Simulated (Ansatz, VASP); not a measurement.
**Ga3Sb in VASP and in Ansatz**

File INCAR:

```
PREC     = Accurate       # precision mode
ENCUT    = 520            # plane-wave cutoff, eV
EDIFF    = 1E-6           # SCF threshold, eV
ISMEAR   = -1             # smearing method
SIGMA    = 0.05           # smearing width, eV
LREAL    = False          # projectors in reciprocal space
LASPH    = True           # aspherical terms in the spheres
NELM     = 100            # most SCF steps
ALGO     = Fast           # electronic algorithm
ISIF     = 2              # what is computed and relaxed
LWAVE    = False          # write WAVECAR
LCHARG   = True           # write CHGCAR
GGA      = PE             # functional
LELF     = True           # ELF
LVHAR    = True         
NBANDS   = 30             # bands
```

File KPOINTS:

```
Automatic mesh
0
Gamma
  9 9 9
```

File POSCAR:

```
Ga3Sb
1.0
   -2.2011391414      2.2011391414      4.8538505273
    2.2011391414     -2.2011391414      4.8538505273
    2.2011391414      2.2011391414     -4.8538505273
Sb Ga
1 3
Direct
    0.0000000000      0.0000000000      0.0000000000
    0.5000000000      0.5000000000      0.0000000000
    0.2500000000      0.7500000000      0.5000000000
    0.7500000000      0.2500000000      0.5000000000
```

input.yaml

```yaml
crystal:
  lattice:
    - [-2.2011391414, 2.2011391414, 4.8538505273]
    - [2.2011391414, -2.2011391414, 4.8538505273]
    - [2.2011391414, 2.2011391414, -4.8538505273]
  atoms:
    - { symbol: Sb, position: [0.0, 0.0, 0.0] }
    - { symbol: Ga, position: [0.5, 0.5, 0.0] }
    - { symbol: Ga, position: [0.25, 0.75, 0.5] }
    - { symbol: Ga, position: [0.75, 0.25, 0.5] }
hamiltonian:
  xc: pbe
  pseudopotentials: { kind: paw }
kpoints:
  mp_grid: { grid: [9, 9, 9] }
scf:
  occupations: { method: fermi_dirac, width: 0.05 }
output:
  forces: true
  stress: true
  eigenvalues: true
```

Alike in both runs: task single point; functional PBE; k mesh 9 × 9 × 9; occupations fermi-dirac, width 0.05 eV; no spin polarisation.

|  | VASP | Ansatz |
| --- | --- | --- |
| version | VASP 6.6.1 | Ansatz 0.2.0 |
| potentials or method | VASP PAW PBE potentials, release 64 (Sb, Ga_d) | Ansatz PAW |
| plane-wave cutoff (eV) | 520 | 420 |
| valence electrons in the cell | 44 | 54 |

Ansatz gave:

- gap on the k mesh at the Fermi level (eV): none
- pressure (GPa): -2.7
- traceless stress, the component that is largest in VASP (GPa): 0.17

**Question.** Estimate VASP's values.

**Answer.** gap on the k mesh at the Fermi level (eV): none; pressure (GPa): -2.7; traceless stress, the component that is largest in VASP (GPa): 0.16.

A gap of «none» marks a metal or a gap that the smearing closes. With one functional, cell and mesh, what is left measures potentials, basis and numerics. VASP's potentials hold 44 valence electrons a cell and Ansatz's 54, so a difference there can come from the potentials and not from the codes.

Spin-orbit coupling is off throughout.
